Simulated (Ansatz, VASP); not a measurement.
One calculation of GaAs, two programs

```
CELL_PARAMETERS angstrom
0.00000 2.55402 2.55402
2.55402 0.00000 2.55402
2.55402 2.55402 0.00000
ATOMIC_POSITIONS crystal
Ga 0.00000 0.00000 0.00000
As 0.25000 0.25000 0.25000
```

Alike in both runs: task single point; functional PBE; k mesh 4 × 4 × 4; no spin polarisation.

|  | VASP | Ansatz |
| --- | --- | --- |
| version | VASP 6.6.1 | Ansatz 0.2.0 |
| potentials or method | VASP PAW PBE potentials, release 64 (Ga_d, As), cutoff 500 eV | scalar-relativistic, plane waves, PAW |
| occupations | gaussian, width 0.01 eV | fixed |
| valence electrons in the cell | 18 | 28 |

|  | VASP | Ansatz | Ansatz less VASP |
| --- | --- | --- | --- |
| gap on the k mesh at the Fermi level (eV) | 0.68 | 0.69 | +0.015 |
| least direct gap on the mesh (eV) | 3.00 | 2.97 | -0.030 |

VASP's potentials hold 18 valence electrons a cell and Ansatz's 28, so a difference there can come from the potentials and not from the codes.

The k mesh is coarse, so the values compare programs but aren't converged.
